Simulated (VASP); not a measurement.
A run of VASP 6.6.1 is set up as follows.

Contents of INCAR:

```
PREC = Accurate ; ENCUT = 600
EDIFF = 1E-6 ; ISMEAR = 0
SIGMA = 0.02 ; LREAL = F
LASPH = T ; NELM = 100
ALGO = Normal ; ISIF = 3
LWAVE = F ; LCHARG = F
GGA = PE ; IVDW = 12
IBRION = 2 ; NSW = 100
EDIFFG = -0.01
```

KPOINTS

```
Automatic mesh
0
Gamma
  12 12 12
```

Contents of POSCAR:

```
SiO2
1.0
    1.3428855362      0.7753153258      4.8759929341
   -1.3428855362      0.7753153258      4.8759929341
    0.0000000000     -1.5506306516      4.8759929341
Si O
1 2
Direct
    0.5000000000      0.5000000000      0.5000000000
    0.8959627055      0.8959627055      0.8959627055
    0.1040372945      0.1040372945      0.1040372945
```

Potentials or basis: VASP PAW PBE potentials, release 64 (Si, O).

The run is started by

```sh
$ cat potpaw_PBE.64/Si/POTCAR potpaw_PBE.64/O/POTCAR > POTCAR
$ mpirun -np 1 vasp_std > vasp.out
```

Question: What does it give for the space group after relaxing (to 0.1 Å)?

Answer: R-3m (No. 166).

Question: Estimate the relaxed cell.

Answer: a = 5.086 Å, b = 5.086 Å, c = 5.086 Å, α = 30.64°, β = 30.64°, γ = 30.64°.

Final structure:
```
Si O
1.0
     1.34407    0.77600    4.84376
    -1.34407    0.77600    4.84376
     0.00000   -1.55200    4.84376
Si O
1 2
Direct
  0.50000 0.50000 0.50000
  0.89632 0.89632 0.89632
  0.10368 0.10368 0.10368
```
